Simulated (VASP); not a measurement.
A run of VASP 6.6.1 is set up as follows.

Contents of INCAR:

```
ALGO = Normal ; EDIFF = 1E-6
ENCUT = 520 ; GGA = PE
ISIF = 2 ; ISMEAR = 0
LASPH = True ; LCHARG = False
LREAL = False ; LWAVE = False
NBANDS = 34 ; NELM = 80
PREC = Accurate ; SIGMA = 0.1
```

KPOINTS

```
k-points
0
Gamma
  6 6 6
```

POSCAR

```
CaZr2N3
1.0
    3.0076179008      1.7364490061      3.4683246311
   -3.0076179008      1.7364490061      3.4683246311
    0.0000000000     -3.4728980078      3.4683246333
Ca Zr N
1 2 3
Direct
    0.0000000000      0.0000000000      0.0000000000
    0.7279552544      0.7279552544      0.7279552544
    0.2720447456      0.2720447456      0.2720447456
    0.5000000000      0.0000000000      0.0000000000
    0.0000000000      0.5000000000      0.0000000000
    0.0000000000      0.0000000000      0.5000000000
```

Potentials or basis: VASP PAW PBE potentials, release 64 (Ca_sv, Zr_sv, N).

Launch:

```sh
$ cat potpaw_PBE.64/Ca_sv/POTCAR potpaw_PBE.64/Zr_sv/POTCAR potpaw_PBE.64/N/POTCAR > POTCAR
$ mpirun -np 1 vasp_std > vasp.out
```

(1) Predict the largest force.

(2) Estimate the pressure.

Answers

(1) 0.026 eV/Å.

(2) 0.2 GPa.

Caveat: an odd number of electrons without spin polarisation forces a metal; a magnetic or distorted state may lie lower.
